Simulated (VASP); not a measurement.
Crystal: Ba2H.

```xyz
3
Lattice="0.0000 3.9297 0.0000 3.9297 0.0000 0.0000 1.9648 1.9648 -7.1062" Properties=species:S:1:pos:R:3 pbc="T T T"
Ba    1.9648    1.9648   -1.8476
Ba    3.9297    3.9297   -5.2586
H     0.0000    0.0000    0.0000
```

Base run:

| Quantity | Value |
| --- | --- |
| Program | VASP 6.6.1 |
| Functional | revPBE |
| Potentials or basis | VASP PAW PBE potentials, release 64 (Ba_sv, H) |
| Cutoff | 520 eV |
| k mesh | 5 × 5 × 5 |
| Occupations | gaussian, width 0.15 eV |
| Spin | no spin polarisation |

Its results: pressure 0.6 GPa; largest force 0.154 eV/Å.

Q: The run is repeated on the same cell with these changes: functional from revPBE to r2SCAN; occupations from gaussian, width 0.15 eV to methfessel-paxton, width 0.0911 eV. What comes out?

A: Pressure -0.1 GPa; largest force 0.292 eV/Å.

Caveats: the PAW data sets were made with another functional, which shifts forces and pressure a little.
